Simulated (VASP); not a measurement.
# VN2 (I4/mcm) in VASP: a series of runs

The runs below take VN2 through single point, relaxation of cell and atoms, with PBE+D3(BJ).

Everything below comes from runs of VASP 6.6.1. Logs are shortened: lines on timing, memory, paths and dates and some standing lists are left out, and cuts for length are marked.

## 1. The cell of the first run

It takes space group I4/mcm (No. 140, tetragonal). Conventional cell: a = 4.275 Å, b = 4.275 Å, c = 4.919 Å, α = 90.00°, β = 90.00°, γ = 90.00°. V (site symmetry 422) has 8 N at 2.11 Å and 2 V at 2.46 Å within 2.8 Å. Within 1.8 Å of N (site symmetry m2m) lie 1 N at 1.38 Å.

## 2. Single point, PBE+D3(BJ)

INCAR reads:

```
  ALGO = Normal
  EDIFF = 1E-6
  ENCUT = 520
  GGA = PE
  ISIF = 2
  ISMEAR = 0
  IVDW = 12
  LASPH = True
  LCHARG = False
  LREAL = False
  LWAVE = False
  NBANDS = 32
  NELM = 100
  PREC = Accurate
  SIGMA = 0.1
```

KPOINTS reads:

```
k-points
0
Gamma
  12 12 12
```

POSCAR reads:

```
VN2
1.0
   -2.1375740296      2.1375740296      2.4594370705
    2.1375740296     -2.1375740296      2.4594370705
    2.1375740296      2.1375740296     -2.4594370705
V N
2 4
Direct
    0.2500000000      0.2500000000      0.0000000000
    0.7500000000      0.7500000000      0.0000000000
    0.1142033366      0.6142033366      0.7284066732
    0.6142033366      0.8857966634      0.5000000000
    0.8857966634      0.3857966634      0.2715933268
    0.3857966634      0.1142033366      0.5000000000
```

Potentials or basis: VASP PAW PBE potentials, release 64 (V_sv, N).

Run with:

```
$ cat potpaw_PBE.64/V_sv/POTCAR potpaw_PBE.64/N/POTCAR > POTCAR
$ mpirun -np 1 vasp_std > vasp.out
```

OUTCAR:

```text
EDIFF = 1E-6
   ENCUT = 520
   GGA = PE
   ISIF = 2
   ISMEAR = 0
   IVDW = 12
   LASPH = True
   LREAL = False
   NELM = 100
   PREC = Accurate
 IVDW          = 12

 ion  position               nearest neighbor table
   1  0.250  0.250  0.000-   5 2.11   4 2.11   3 2.11   5 2.11   6 2.11   6 2.11   3 2.11   4 2.11
                             2 2.46   2 2.46
   2  0.750  0.750  0.000-   6 2.11   5 2.11   3 2.11   4 2.11   5 2.11   4 2.11   6 2.11   3 2.11
                             1 2.46   1 2.46
   3  0.114  0.614  0.728-   5 1.38   1 2.11   1 2.11   2 2.11   2 2.11
   4  0.614  0.886  0.500-   6 1.38   2 2.11   1 2.11   2 2.11   1 2.11
   5  0.886  0.386  0.272-   3 1.38   2 2.11   1 2.11   2 2.11   1 2.11
   6  0.386  0.114  0.500-   4 1.38   1 2.11   2 2.11   1 2.11   2 2.11

  LATTYP: Found a body centered tetragonal cell.
 ALAT       =     4.2751480592
 C/A-ratio  =     1.1505739855

  Lattice vectors:

 A1 = (  -2.1375740296,   2.1375740296,   2.4594370705)
 A2 = (   2.1375740296,  -2.1375740296,   2.4594370705)
 A3 = (   2.1375740296,   2.1375740296,  -2.4594370705)

Analysis of symmetry for initial positions (statically):
=====================================================================
 Subroutine PRICEL returns:
 Original cell was already a primitive cell.

 Routine SETGRP: Setting up the symmetry group for a
 body centered tetragonal supercell.

 Subroutine GETGRP returns: Found 16 space group operations
 (whereof  8 operations were pure point group operations)
 out of a pool of 16 trial point group operations.

The static configuration has the point symmetry C_4h.
 The point group associated with its full space group is D_4h.

Analysis of symmetry for dynamics (positions and initial velocities):
=====================================================================
 Subroutine PRICEL returns:
 Original cell was already a primitive cell.

 Routine SETGRP: Setting up the symmetry group for a
 body centered tetragonal supercell.

 Subroutine GETGRP returns: Found 16 space group operations
 (whereof  8 operations were pure point group operations)
 out of a pool of 16 trial point group operations.

The dynamic configuration has the point symmetry C_4h.
 The point group associated with its full space group is D_4h.

 Subroutine INISYM returns: Found 16 space group operations
 (whereof  8 operations are pure point group operations),
 and found     1 'primitive' translations

----------------------------------------------------------------------------------------

                                     Primitive cell

  volume of cell :      44.9509

  direct lattice vectors                    reciprocal lattice vectors
    -2.137574030  2.137574030  2.459437070     0.000000000  0.233910027  0.203298554
     2.137574030 -2.137574030  2.459437070     0.233910027  0.000000000  0.203298554
     2.137574030  2.137574030 -2.459437070     0.233910027  0.233910027  0.000000000

  length of vectors
     3.897085599  3.897085599  3.897085599     0.309909992  0.309909992  0.330798733

  position of ions in fractional coordinates (direct lattice)
     0.250000000  0.250000000  0.000000000
     0.750000000  0.750000000  0.000000000
     0.114203337  0.614203337  0.728406673
     0.614203337  0.885796663  0.500000000
     0.885796663  0.385796663  0.271593327
     0.385796663  0.114203337  0.500000000

  ion indices of the primitive-cell ions
   primitive index   ion index
                 1           1
                 2           2
                 3           3
                 4           4
                 5           5
                 6           6

----------------------------------------------------------------------------------------

 KPOINTS: k-points

Automatic generation of k-mesh.
 Grid dimensions read from file:
 generate k-points for:   12   12   12

 Generating k-lattice:

  Cartesian coordinates                     Fractional coordinates (reciprocal lattice)
     0.000000000  0.019492502  0.016941546     0.083333333  0.000000000  0.000000000
     0.019492502  0.000000000  0.016941546     0.000000000  0.083333333  0.000000000
     0.019492502  0.019492502  0.000000000     0.000000000  0.000000000  0.083333333

  Length of vectors
     0.025825833  0.025825833  0.027566561

  Shift w.r.t. Gamma in fractional coordinates (k-lattice)
     0.000000000  0.000000000  0.000000000

 Subroutine IBZKPT returns following result:
 ===========================================

 Found    163 irreducible k-points:

 Following reciprocal coordinates:
            Coordinates               Weight
  0.000000  0.000000  0.000000      1.000000
  0.083333 -0.000000  0.000000      8.000000
  0.166667  0.000000  0.000000      8.000000
  0.250000 -0.000000  0.000000      8.000000
  0.333333  0.000000  0.000000      8.000000
  0.416667  0.000000  0.000000      8.000000
[... 16 lines left out ...]
  0.500000  0.166667  0.000000     16.000000
 -0.416667  0.166667  0.000000     16.000000
 [... further k-points ...]
   k-points           NKPTS =    163   k-points in BZ     NKDIM =    163   number of bands    NBANDS=     32
   number of dos      NEDOS =    301   number of ions     NIONS =      6
   total plane-waves  NPLWV =  27000
   dimension x,y,z NGX =    30 NGY =   30 NGZ =   30
   dimension x,y,z NGXF=    60 NGYF=   60 NGZF=   60
   ions per type =               2   4
   NGX,Y,Z   is equivalent  to a cutoff of  12.80, 12.80, 12.80 a.u.
   NGXF,Y,Z  is equivalent  to a cutoff of  25.60, 25.60, 25.60 a.u.
 SYSTEM =  unknown system
   PREC   = accura    normal or accurate (medium, high low for compatibility)
   ISTART =      0    job   : 0-new  1-cont  2-samecut
   ICHARG =      2    charge: 1-file 2-atom 10-const
   ISPIN  =      1    spin polarized calculation?
   LNONCOLLINEAR =      F non collinear calculations
   LSORBIT =      F    spin-orbit coupling
   LASPH  =      T    aspherical Exc in radial PAW
   ENCUT  =  520.0 eV  38.22 Ry    6.18 a.u.   7.25  7.25  7.25*2*pi/ulx,y,z
   NELM   =    100;   NELMIN=  2; NELMDL= -5     # of ELM steps
   EDIFF  = 0.1E-05   stopping-criterion for ELM
   LREAL  =      F    real-space projection
   EDIFFG = 0.1E-04   stopping-criterion for IOM
   NSW    =      0    number of steps for IOM
   IBRION =     -1    ionic relax: 0-MD 1-quasi-New 2-CG
   NFREE  =      0    steps in history (QN), initial steepest desc. (CG)
   ISIF   =      2    stress and relaxation
   ISYM   =      2    0-nonsym 1-usesym 2-fastsym
   POTIM  = 0.5000    time-step for ionic-motion
   TEBEG  =    0.0;   TEEND  =   0.0 temperature during run
   PSTRESS=    0.0 pullay stress
   NELECT =      46.0000    total number of electrons
   NUPDOWN=      -1.0000    fix difference up-down
   EMIN   =  10.00;   EMAX   =-10.00  energy-range for DOS
   EFERMI =   0.00;   METHOD = LEGACY
   ISMEAR =     0;   SIGMA  =   0.10  broadening in eV -4-tet -1-fermi 0-gaus
   EFERMI_NEDOS =   21; number of points for ismear=-14 and -15
   IALGO  =     38    algorithm
   IMIX   =      4    mixing-type and parameters
     AMIX     =   0.40;   BMIX     =  1.00
     AMIX_MAG =   1.60;   BMIX_MAG =  1.00
  volume/ion in A,a.u.               =       7.49        50.56
  Fermi-wavevector in a.u.,A,eV,Ry     =   1.649737  3.117551 37.030062  2.721633
  Thomas-Fermi vector in A             =   2.738806
   LORBIT       =      0    0 simple, 1 ext, 2 COOP (PROOUT), +10 PAW based schemes
   GGA     = PE    functional components
   LHFCALC =     F    Hartree Fock is set to
   AEXX    =    0.0000 exact exchange contribution
   IVDW    =    12    specifies the selected vdW correction
   LEPSILON=     F    determine dielectric tensor
   LRPA    =     F    only Hartree local field effects (RPA)
 non-spin polarized calculation
 Gauss-broadening in eV      SIGMA  =   0.10
  energy-cutoff  :      520.00
  volume of cell :       44.95
 maximum number of plane-waves:      1226
 NGX is ok and might be reduce to    30
   NGX = 15   NGY = 15   NGZ = 15

 number of electron      46.0000001 magnetization

 Free energy of the ion-electron system (eV)
  ---------------------------------------------------
  ext. energy  EPLUGINS =         0.00000000
  ---------------------------------------------------
  free energy    TOTEN  =       -53.31969206 eV

  energy without entropy =      -53.30772228  energy(sigma->0) =      -53.31370717

 E-fermi :  11.8652     XC(G=0): -13.8104

 val. band max:       11.8645776608   @ k =   0.3333   0.2500   0.0000
 cond. band min:      11.8683926394   @ k =   0.5000   0.5000   0.0000
 fundamental gap:      0.0038149786
 Fermi energy:        11.8651903569

 k-point     1 :       0.0000    0.0000    0.0000
  band No.  band energies     occupation
      1     -53.7661      2.00000
      2     -53.5818      2.00000
      3     -27.8983      2.00000
      4     -27.6173      2.00000
      5     -27.6173      2.00000
      6     -27.6135      2.00000
[... 24 lines left out ...]
     31      14.1499      0.00000
     32      16.4644      0.00000

 k-point     2 :       0.0833   -0.0000    0.0000
  band No.  band energies     occupation
      1     -53.7629      2.00000
      2     -53.5849      2.00000
      3     -27.8835      2.00000
      4     -27.6181      2.00000
      5     -27.6178      2.00000
      6     -27.6148      2.00000
[... 24 lines left out ...]
     31      14.3048      0.00000
     32      16.3517      0.00000
[... 733 lines left out ...]
     31      14.8037      0.00000
     32      15.6859      0.00000

 k-point    24 :      -0.4167    0.1667    0.0000
  band No.  band energies     occupation
      1     -53.7310      2.00000
      2     -53.6154      2.00000
      3     -27.7872      2.00000
      4     -27.7177      2.00000
      5     -27.6342      2.00000
      6     -27.6106      2.00000
[... 24 lines left out ...]
     31      14.9488      0.00000
     32      15.6612      0.00000

 [... further k-points ...]

------------------------ aborting loop because EDIFF is reached ----------------------------------------

 Edisp (eV)   -2.23204

 E8    (eV) :    -0.8527

  FORCE on cell =-STRESS in cart. coord.  units (eV):
  Direction    XX          YY          ZZ          XY          YZ          ZX
  --------------------------------------------------------------------------------------
  -------------------------------------------------------------------------------------
  Total       0.23284     0.23284     0.17094     0.00000    -0.00000     0.00000
  in kB       8.29911     8.29911     6.09268     0.00000    -0.00000     0.00000
  external pressure =        7.56 kB  Pullay stress =        0.00 kB

 VOLUME and BASIS-vectors are now :
 -----------------------------------------------------------------------------
  energy-cutoff  :      520.00
  volume of cell :       44.95
      direct lattice vectors                 reciprocal lattice vectors
    -2.137574030  2.137574030  2.459437070     0.000000000  0.233910027  0.203298554
     2.137574030 -2.137574030  2.459437070     0.233910027  0.000000000  0.203298554
     2.137574030  2.137574030 -2.459437070     0.233910027  0.233910027  0.000000000

 POSITION                                       TOTAL-FORCE (eV/Angst)
 -----------------------------------------------------------------------------------
      0.00000      0.00000      1.22972        -0.000000      0.000000     -0.000000
      0.00000      0.00000      3.68916        -0.000000      0.000000     -0.000000
      2.62581      0.48824     -0.00000         0.030917      0.030917     -0.000000
      1.64934      0.48824      2.45944        -0.030917      0.030917     -0.000000
     -0.48824      1.64934      2.45944        -0.030917     -0.030917      0.000000
      0.48824      1.64934      0.00000         0.030917     -0.030917      0.000000
 -----------------------------------------------------------------------------------
    total drift:                                0.000000     -0.000000      0.000000

  FREE ENERGIE OF THE ION-ELECTRON SYSTEM (eV)
  ---------------------------------------------------
  free  energy   TOTEN  =       -55.5517358836 eV

  energy  without entropy=      -55.5397661025  energy(sigma->0) =      -55.54575099
```

Run time: 3 min. Hardware: 1 thread of AMD EPYC 7R13 (Zen 3), shared host; peak memory 0.29 GiB.

What came out:

| Quantity | Value |
| --- | --- |
| Free energy | -55.5517 eV |
| Pressure | 0.8 GPa |
| Largest force | 0.044 eV/Å |
| Band gap on the k mesh | zero (bands 23 and 24 overlap by 0.41 eV) |
| Dispersion energy per atom | -0.372 eV |

Forces in eV/Å, atoms in the order of the input:
```
V    0.000  0.000  0.000
V    0.000  0.000  0.000
N    0.031  0.031  0.000
N   -0.031  0.031  0.000
N   -0.031 -0.031  0.000
N    0.031 -0.031  0.000
```

Stress tensor (GPa, compression positive):
```
0.83 0.00 0.00
0.00 0.83 0.00
0.00 0.00 0.61
```

Levels at points of the mesh, in eV from the Fermi level:
```csv
k point,band 21,band 22,band 23,band 24,band 25,band 26
"(0.00, 0.00, 0.00)",-2.77,-2.65,-2.65,0.77,0.98,0.98
"(0.50, 0.00, 0.00)",-3.24,-3.24,0.15,0.15,0.76,0.76
"(0.50, 0.50, 0.00)",-2.87,-2.70,-1.39,0.00,0.86,1.13
"(0.50, 0.50, 0.50)",-2.13,-0.29,-0.23,-0.12,-0.04,0.01
```

Caveat: the run has no spin polarisation, though such a crystal can be magnetic. With open d or f shells a metallic result of PBE can be an artefact of self-interaction; +U or a hybrid may open a gap.

## 3. Relaxation of cell and atoms, PBE+D3(BJ)

This run uses another cell than the first one, of 7.68 Å³/atom.

INCAR reads:

```
PREC = Accurate
ENCUT = 600
EDIFF = 1E-6
ISMEAR = 0
SIGMA = 0.1
LREAL = False
LASPH = True
NELM = 80
ALGO = Normal
ISIF = 3
LWAVE = False
LCHARG = False
GGA = PE
IVDW = 12
IBRION = 2
NSW = 70
EDIFFG = -0.005
```

KPOINTS reads:

```
regular mesh
0
Gamma
  12 12 12
```

POSCAR reads:

```
VN2
1.0
   -2.1533489894      2.1533489894      2.4842410751
    2.1533489894     -2.1533489894      2.4842410751
    2.1533489894      2.1533489894     -2.4842410751
V N
2 4
Direct
    0.2500000000      0.2500000000      0.0000000000
    0.7500000000      0.7500000000      0.0000000000
    0.1135731475      0.6135731475      0.7271462950
    0.6135731475      0.8864268525      0.5000000000
    0.8864268525      0.3864268525      0.2728537050
    0.3864268525      0.1135731475      0.5000000000
```

Potentials or basis: VASP PAW PBE potentials, release 64 (V_sv, N).

Run with:

```
$ cat potpaw_PBE.64/V_sv/POTCAR potpaw_PBE.64/N/POTCAR > POTCAR
$ mpirun -np 1 vasp_std > vasp.out
```

It took 11 min on 1 thread of AMD EPYC 7R13 (Zen 3), shared host; peak memory 0.31 GiB.

Results (log left out):

| Item | Value |
| --- | --- |
| Free energy | -55.5638 eV |
| Relaxed volume | 7.50 Å³/atom |
| Relaxed cell | a = 3.899 Å, b = 3.899 Å, c = 3.899 Å, α = 113.47°, β = 113.47°, γ = 101.73° |
| Space group after relaxing (to 0.1 Å) | I4/mcm (No. 140) |
| Energy gained by relaxing | 4.2 meV/atom |
| Ionic steps | 7 |
| Pressure after relaxing | 0.0 GPa |
| Band gap on the k mesh | zero (bands 23 and 24 overlap by 0.40 eV) |
| Dispersion energy per atom | -0.372 eV |

The path:
```
step  energy change (eV)  largest force (eV/Å)  pressure (GPa)  volume (Å³)
   1              0.0000                0.0559           -7.24        46.08
   2              0.0140                0.3182           10.26        43.80
   3             -0.0238                0.1743            0.09        45.05
   4             -0.0235                0.2025           -0.14        44.97
   5             -0.0252                0.0093           -0.03        45.01
   6             -0.0252                0.0057           -0.01        45.01
   7             -0.0252                0.0013           -0.04        45.01
```

Final structure:
```yaml
crystal:
  lattice:
    - [-2.13846, 2.13846, 2.46060]
    - [2.13846, -2.13846, 2.46060]
    - [2.13846, 2.13846, -2.46060]
  atoms:
    - { symbol: V, position: [0.25000, 0.25000, 0.00000] }
    - { symbol: V, position: [0.75000, 0.75000, 0.00000] }
    - { symbol: N, position: [0.11432, 0.61432, 0.72864] }
    - { symbol: N, position: [0.61432, 0.88568, 0.50000] }
    - { symbol: N, position: [0.88568, 0.38568, 0.27136] }
    - { symbol: N, position: [0.38568, 0.11432, 0.50000] }
```

Levels at points of the mesh, in eV from the Fermi level:
| k point | band 20 | band 21 | band 22 | band 23 | band 24 | band 25 | band 26 | band 27 |
| --- | --- | --- | --- | --- | --- | --- | --- | --- |
| (0.00, 0.00, 0.00) | -3.03 | -2.77 | -2.66 | -2.66 | 0.77 | 0.98 | 0.98 | 1.39 |
| (0.50, 0.00, 0.00) | -3.47 | -3.24 | -3.24 | 0.15 | 0.15 | 0.76 | 0.76 | 1.09 |
| (0.50, 0.50, 0.00) | -4.68 | -2.87 | -2.70 | -1.40 | 0.00 | 0.86 | 1.13 | 1.92 |
| (0.50, 0.50, 0.50) | -2.13 | -2.13 | -0.30 | -0.23 | -0.11 | -0.04 | 0.01 | 1.95 |

Caveat: the run has no spin polarisation, though such a crystal can be magnetic.
